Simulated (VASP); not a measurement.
# WS (Pm-3m) in VASP: notebook

Runs on WS. Level: PBE. Tasks: electric field gradients, density of states.

All numbers are computed with VASP 6.6.1; they aren't measurements. Logs are shortened: lines on timing, memory, paths and dates and some standing lists are left out, and cuts for length are marked.

**1. The cell of the first run**

The structure is cubic, space group Pm-3m (No. 221). The conventional cell has a = 3.445 Å, b = 3.445 Å, c = 3.445 Å, α = 90.00°, β = 90.00°, γ = 90.00°. W (site symmetry m-3m) has 8 S at 2.98 Å and 6 W at 3.44 Å within 3.9 Å. Within 3.9 Å of S (site symmetry m-3m) lie 8 W at 2.98 Å and 6 S at 3.44 Å.

**2. Electric field gradients, PBE**

INCAR reads:

```
PREC = Accurate
ENCUT = 520
EDIFF = 1E-8
ISMEAR = -1
SIGMA = 0.05
LREAL = F
LASPH = T
NELM = 100
ALGO = Normal
ISIF = 2
LWAVE = F
LCHARG = F
GGA = PE
LEFG = T
NBANDS = 17
```

KPOINTS reads:

```
Automatic mesh
0
Gamma
  8 8 8
```

POSCAR reads:

```
WS
1.0
    3.4448484800      0.0000000000      0.0000000000
    0.0000000000      3.4448484800      0.0000000000
    0.0000000000      0.0000000000      3.4448484800
W S
1 1
Direct
    0.5000000000      0.5000000000      0.5000000000
    0.0000000000      0.0000000000      0.0000000000
```

Potentials or basis: VASP PAW PBE potentials, release 64 (W_sv, S).

Run with:

```
$ cat potpaw_PBE.64/W_sv/POTCAR potpaw_PBE.64/S/POTCAR > POTCAR
$ mpirun -np 1 vasp_std > vasp.out
```

OUTCAR:

```text
PREC = Accurate
   ENCUT = 520
   EDIFF = 1E-8
   ISMEAR = -1
   LREAL = F
   LASPH = T
   NELM = 100
   ISIF = 2
   GGA = PE

 ion  position               nearest neighbor table
   1  0.500  0.500  0.500-   2 2.98   2 2.98   2 2.98   2 2.98   2 2.98   2 2.98   2 2.98   2 2.98

   2  0.000  0.000  0.000-   1 2.98   1 2.98   1 2.98   1 2.98   1 2.98   1 2.98   1 2.98   1 2.98

  LATTYP: Found a simple cubic cell.
 ALAT       =     3.4448484800

  Lattice vectors:

 A1 = (   3.4448484800,   0.0000000000,   0.0000000000)
 A2 = (   0.0000000000,   3.4448484800,   0.0000000000)
 A3 = (   0.0000000000,   0.0000000000,   3.4448484800)

Analysis of symmetry for initial positions (statically):
=====================================================================
 Subroutine PRICEL returns:
 Original cell was already a primitive cell.

 Routine SETGRP: Setting up the symmetry group for a
 simple cubic supercell.

 Subroutine GETGRP returns: Found 48 space group operations
 (whereof 48 operations were pure point group operations)
 out of a pool of 48 trial point group operations.

The static configuration has the point symmetry O_h .

Analysis of symmetry for dynamics (positions and initial velocities):
=====================================================================
 Subroutine PRICEL returns:
 Original cell was already a primitive cell.

 Routine SETGRP: Setting up the symmetry group for a
 simple cubic supercell.

 Subroutine GETGRP returns: Found 48 space group operations
 (whereof 48 operations were pure point group operations)
 out of a pool of 48 trial point group operations.

The dynamic configuration has the point symmetry O_h .

 Subroutine INISYM returns: Found 48 space group operations
 (whereof 48 operations are pure point group operations),
 and found     1 'primitive' translations

----------------------------------------------------------------------------------------

                                     Primitive cell

  volume of cell :      40.8800

  direct lattice vectors                    reciprocal lattice vectors
     3.444848480  0.000000000  0.000000000     0.290288530  0.000000000  0.000000000
     0.000000000  3.444848480  0.000000000     0.000000000  0.290288530  0.000000000
     0.000000000  0.000000000  3.444848480     0.000000000  0.000000000  0.290288530

  length of vectors
     3.444848480  3.444848480  3.444848480     0.290288530  0.290288530  0.290288530

  position of ions in fractional coordinates (direct lattice)
     0.500000000  0.500000000  0.500000000
     0.000000000  0.000000000  0.000000000

  ion indices of the primitive-cell ions
   primitive index   ion index
                 1           1
                 2           2

----------------------------------------------------------------------------------------

 KPOINTS: Automatic mesh

Automatic generation of k-mesh.
 Grid dimensions read from file:
 generate k-points for:    8    8    8

 Generating k-lattice:

  Cartesian coordinates                     Fractional coordinates (reciprocal lattice)
     0.036286066  0.000000000  0.000000000     0.125000000  0.000000000  0.000000000
     0.000000000  0.036286066  0.000000000     0.000000000  0.125000000  0.000000000
     0.000000000  0.000000000  0.036286066     0.000000000  0.000000000  0.125000000

  Length of vectors
     0.036286066  0.036286066  0.036286066

  Shift w.r.t. Gamma in fractional coordinates (k-lattice)
     0.000000000  0.000000000  0.000000000

 Subroutine IBZKPT returns following result:
 ===========================================

 Found     35 irreducible k-points:

 Following reciprocal coordinates:
            Coordinates               Weight
  0.000000  0.000000  0.000000      1.000000
  0.125000  0.000000  0.000000      6.000000
  0.250000  0.000000  0.000000      6.000000
  0.375000  0.000000  0.000000      6.000000
  0.500000  0.000000  0.000000      3.000000
  0.125000  0.125000  0.000000     12.000000
[... 16 lines left out ...]
  0.375000  0.375000  0.125000     24.000000
  0.500000  0.375000  0.125000     24.000000
 [... further k-points ...]
   k-points           NKPTS =     35   k-points in BZ     NKDIM =     35   number of bands    NBANDS=     17
   number of dos      NEDOS =    301   number of ions     NIONS =      2
   total plane-waves  NPLWV =  21952
   dimension x,y,z NGX =    28 NGY =   28 NGZ =   28
   dimension x,y,z NGXF=    56 NGYF=   56 NGZF=   56
   ions per type =               1   1
   NGX,Y,Z   is equivalent  to a cutoff of  13.51, 13.51, 13.51 a.u.
   NGXF,Y,Z  is equivalent  to a cutoff of  27.03, 27.03, 27.03 a.u.
 SYSTEM =  unknown system
   PREC   = accura    normal or accurate (medium, high low for compatibility)
   ISTART =      0    job   : 0-new  1-cont  2-samecut
   ICHARG =      2    charge: 1-file 2-atom 10-const
   ISPIN  =      1    spin polarized calculation?
   LNONCOLLINEAR =      F non collinear calculations
   LSORBIT =      F    spin-orbit coupling
   LASPH  =      T    aspherical Exc in radial PAW
   ENCUT  =  520.0 eV  38.22 Ry    6.18 a.u.   6.41  6.41  6.41*2*pi/ulx,y,z
   NELM   =    100;   NELMIN=  2; NELMDL= -5     # of ELM steps
   EDIFF  = 0.1E-07   stopping-criterion for ELM
   LREAL  =      F    real-space projection
   EDIFFG = 0.1E-06   stopping-criterion for IOM
   NSW    =      0    number of steps for IOM
   IBRION =     -1    ionic relax: 0-MD 1-quasi-New 2-CG
   NFREE  =      0    steps in history (QN), initial steepest desc. (CG)
   ISIF   =      2    stress and relaxation
   ISYM   =      2    0-nonsym 1-usesym 2-fastsym
   POTIM  = 0.5000    time-step for ionic-motion
   TEBEG  =    0.0;   TEEND  =   0.0 temperature during run
   PSTRESS=    0.0 pullay stress
   NELECT =      20.0000    total number of electrons
   NUPDOWN=      -1.0000    fix difference up-down
   EMIN   =  10.00;   EMAX   =-10.00  energy-range for DOS
   EFERMI =   0.00;   METHOD = LEGACY
   ISMEAR =    -1;   SIGMA  =   0.05  broadening in eV -4-tet -1-fermi 0-gaus
   EFERMI_NEDOS =   21; number of points for ismear=-14 and -15
   IALGO  =     38    algorithm
   IMIX   =      4    mixing-type and parameters
     AMIX     =   0.40;   BMIX     =  1.00
     AMIX_MAG =   1.60;   BMIX_MAG =  1.00
  volume/ion in A,a.u.               =      20.44       137.94
  Fermi-wavevector in a.u.,A,eV,Ry     =   1.289975  2.437700 22.640586  1.664036
  Thomas-Fermi vector in A             =   2.421835
   LORBIT       =      0    0 simple, 1 ext, 2 COOP (PROOUT), +10 PAW based schemes
   GGA     = PE    functional components
   LHFCALC =     F    Hartree Fock is set to
   AEXX    =    0.0000 exact exchange contribution
   IVDW    =     0    specifies the selected vdW correction
   LEPSILON=     F    determine dielectric tensor
   LRPA    =     F    only Hartree local field effects (RPA)
 non-spin polarized calculation
  energy-cutoff  :      520.00
  volume of cell :       40.88
 maximum number of plane-waves:      1141
 NGX is ok and might be reduce to    28
   NGX = 13   NGY = 13   NGZ = 13

 number of electron      20.0000007 magnetization

 Free energy of the ion-electron system (eV)
  ---------------------------------------------------
  ext. energy  EPLUGINS =         0.00000000
  ---------------------------------------------------
  free energy    TOTEN  =       -14.31142132 eV

  energy without entropy =      -14.28195429  energy(sigma->0) =      -14.29668781

 E-fermi :   7.0614     XC(G=0): -11.1438

 val. band max:        7.0596612071   @ k =   0.2500   0.2500   0.0000
 cond. band min:       7.0805154373   @ k =   0.3750   0.2500   0.0000
 fundamental gap:      0.0208542302
 Fermi energy:         7.0614209371

 k-point     1 :       0.0000    0.0000    0.0000
  band No.  band energies     occupation
      1     -67.8316      2.00000
      2     -31.8832      2.00000
      3     -31.8832      2.00000
      4     -31.8832      2.00000
      5      -7.4282      2.00000
      6       4.6137      2.00000
[... 9 lines left out ...]
     16      15.6385      0.00000
     17      20.2668      0.00000

 k-point     2 :       0.1250    0.0000    0.0000
  band No.  band energies     occupation
      1     -67.8313      2.00000
      2     -31.8951      2.00000
      3     -31.8823      2.00000
      4     -31.8823      2.00000
      5      -7.3079      2.00000
      6       3.1463      2.00000
[... 9 lines left out ...]
     16      15.9005      0.00000
     17      18.5163      0.00000
[... 421 lines left out ...]
 k-point    24 :       0.5000    0.3750    0.1250
  band No.  band energies     occupation
      1     -67.8272      2.00000
      2     -31.9548      2.00000
      3     -31.9421      2.00000
      4     -31.8824      2.00000
      5      -6.0429      2.00000
      6       1.4782      2.00000
[... 9 lines left out ...]
     16      14.5047      0.00000
     17      16.9671      0.00000

 [... further k-points ...]
[... 5 lines left out ...]
  --------------------------------------------------------------------------------------
  -------------------------------------------------------------------------------------
  Total       -9.0635921     -9.0635921     -9.0635921     -0.0000000      0.0000000     -0.0000000
  in kB     -355.2225788   -355.2225788   -355.2225788     -0.0000000      0.0000000     -0.0000000
  external PRESSURE =    -355.2225788 kB  Pullay stress =       0.0000000 kB

 VOLUME and BASIS-vectors are now :
 -----------------------------------------------------------------------------
  energy-cutoff  :      520.00
  volume of cell :       40.88
      direct lattice vectors                 reciprocal lattice vectors
     3.444848480  0.000000000  0.000000000     0.290288530  0.000000000  0.000000000
     0.000000000  3.444848480  0.000000000     0.000000000  0.290288530  0.000000000
     0.000000000  0.000000000  3.444848480     0.000000000  0.000000000  0.290288530

 POSITION                                       TOTAL-FORCE (eV/Angst)
 -----------------------------------------------------------------------------------
      1.72242      1.72242      1.72242         0.000000      0.000000      0.000000
      0.00000      0.00000      0.00000         0.000000      0.000000      0.000000
 -----------------------------------------------------------------------------------
    total drift:                                0.000000      0.000000      0.000000

  FREE ENERGIE OF THE ION-ELECTRON SYSTEM (eV)
  ---------------------------------------------------
  free  energy   TOTEN  =       -14.3114213234 eV

  energy  without entropy=      -14.2819542869  energy(sigma->0) =      -14.29668781

 Electric field gradients (V/A^2)
---------------------------------------------------------------------
 ion       V_xx      V_yy      V_zz      V_xy      V_xz      V_yz
---------------------------------------------------------------------
   1      -0.000    -0.000    -0.000    -0.000     0.000    -0.000
   2      -0.000    -0.000     0.000     0.000    -0.000     0.000
---------------------------------------------------------------------

 Electric field gradients after diagonalization (V/A^2)
 (convention: |V_zz| > |V_xx| > |V_yy|)
----------------------------------------------------------------------
 ion       V_xx      V_yy      V_zz     asymmetry (V_yy - V_xx)/ V_zz
----------------------------------------------------------------------
   1      -0.000    -0.000    -0.000      -0.089
   2      -0.000     0.000    -0.000      -1.013
----------------------------------------------------------------------

           NMR quadrupolar parameters

 Cq : quadrupolar parameter    Cq=e*Q*V_zz/h
 eta: asymmetry parameters     (V_yy - V_xx)/ V_zz
 Q  : nuclear electric quadrupole moment in mb (millibarn)
----------------------------------------------------------------------
 ion       Cq(MHz)       eta       Q (mb)
----------------------------------------------------------------------
   1      -0.000      -0.089       1.000
   2      -0.000      -1.013       1.000
----------------------------------------------------------------------
```

Run time: 21 s. Hardware: 1 thread of Intel Xeon Platinum 8259CL at 2.50GHz (Skylake/Cascade Lake), shared host; peak memory 0.17 GiB.

What came out:

| Item | Value |
| --- | --- |
| Free energy | -14.3114 eV |
| Pressure | -35.5 GPa |
| Band gap on the k mesh | zero (band 10 reaches 8.96 eV, above the bottom of band 11 at 6.13 eV) |

Caveat: without QUAD_EFG the Cq values of the log hold for a quadrupole moment of 1 mb, not for the nuclei; spin-orbit coupling is left out, which moves the levels of the heavy elements.

**3. Density of states, PBE**

POSCAR is that of step 2.

INCAR.step1 reads:

```
SYSTEM = WS
ALGO     = Normal         ! electronic algorithm
EDIFF    = 1E-6           ! SCF threshold, eV
ENCUT    = 520            ! plane-wave cutoff, eV
GGA      = PE             ! functional
ISIF     = 2              ! what is computed and relaxed
ISMEAR   = -1             ! smearing method
LASPH    = .TRUE.         ! aspherical terms in the spheres
LCHARG   = .TRUE.         ! write CHGCAR
LMAXMIX  = 4              ! l up to which the mixer works
LREAL    = .FALSE.        ! projectors in reciprocal space
LWAVE    = .FALSE.        ! write WAVECAR
NBANDS   = 17             ! bands
NELM     = 100            ! most SCF steps
PREC     = Accurate       ! precision mode
SIGMA    = 0.05           ! smearing width, eV
```

KPOINTS.step1 reads:

```
k-points
0
G
  8 8 8
  0 0 0
```

INCAR.step2 reads:

```
SYSTEM = WS
ALGO     = Normal         ! electronic algorithm
EDIFF    = 1E-6           ! SCF threshold, eV
ENCUT    = 520            ! plane-wave cutoff, eV
GGA      = PE             ! functional
ICHARG   = 11             ! starting density
ISIF     = 2              ! what is computed and relaxed
ISMEAR   = -5             ! smearing method
LASPH    = .TRUE.         ! aspherical terms in the spheres
LCHARG   = .FALSE.        ! write CHGCAR
LMAXMIX  = 4              ! l up to which the mixer works
LORBIT   = 11             ! projections on sites
LREAL    = .FALSE.        ! projectors in reciprocal space
LWAVE    = .FALSE.        ! write WAVECAR
NEDOS    = 2001           ! points of the DOS
NELM     = 100            ! most SCF steps
PREC     = Accurate       ! precision mode
SIGMA    = 0.05           ! smearing width, eV
```

KPOINTS.step2 reads:

```
k-points
0
G
  12 12 12
  0 0 0
```

Potentials or basis: VASP PAW PBE potentials, release 64 (W_sv, S).

Run with:

```
$ cat potpaw_PBE.64/W_sv/POTCAR potpaw_PBE.64/S/POTCAR > POTCAR
$ cp INCAR.step1 INCAR
$ cp KPOINTS.step1 KPOINTS
$ mpirun -np 1 vasp_std > vasp.out
$ cp INCAR.step2 INCAR
$ cp KPOINTS.step2 KPOINTS
$ mpirun -np 1 vasp_std > vasp.out
```

It took 38 s on 1 thread of Intel Xeon Platinum 8259CL at 2.50GHz (Skylake/Cascade Lake), shared host; peak memory 0.18 GiB.

The run converged. Its results:

| Property | Result |
| --- | --- |
| Valence electrons inside the program's atomic spheres | W 11.49; S 3.49 |

Levels at points of the mesh, in eV from the Fermi level:
```
           k point  band 8  band 9  band 10  band 11  band 12  band 13
(0.00, 0.00, 0.00)   -2.33   -2.33    -2.33    -0.90     0.69     0.69
(0.50, 0.00, 0.00)   -3.16   -1.80     0.95     1.35     2.31     2.31
(0.50, 0.50, 0.00)   -2.79   -1.46    -0.45    -0.45    -0.30     1.84
(0.50, 0.50, 0.50)   -5.69    1.92     1.92     2.40     2.40     2.40
```

Caveat: spin-orbit coupling is left out, which moves the levels of the heavy elements; tetrahedron occupations give inexact forces and stress in metals.
